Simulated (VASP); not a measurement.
Here is a VASP 6.6.1 calculation.

Contents of INCAR:

```
PREC     = Accurate       # precision mode
ENCUT    = 520            # plane-wave cutoff, eV
EDIFF    = 1E-7           # SCF threshold, eV
ISMEAR   = -1             # smearing method
SIGMA    = 0.05           # smearing width, eV
LREAL    = F              # projectors in reciprocal space
LASPH    = T              # aspherical terms in the spheres
NELM     = 60             # most SCF steps
ALGO     = Normal         # electronic algorithm
ISIF     = 2              # what is computed and relaxed
LWAVE    = F              # write WAVECAR
LCHARG   = F              # write CHGCAR
NBANDS   = 8              # bands
```

Contents of KPOINTS:

```
regular mesh
0
Gamma
  16 16 16
```

The input POSCAR:

```
Li
1.0
    0.0000000000      2.1872210312      2.1872210312
    2.1872210312      0.0000000000      2.1872210312
    2.1872210312      2.1872210312      0.0000000000
Li
1
Direct
    0.0000000000      0.0000000000      0.0000000000
```

Potentials or basis: VASP PAW LDA potentials, release 64 (Li_sv).

Run with:

```sh
$ cat potpaw_LDA.64/Li_sv/POTCAR > POTCAR
$ mpirun -np 1 vasp_std > vasp.out
```

What does it give for the band gap on the k mesh?

Zero (an odd number of electrons rules out a gap without spin polarisation).
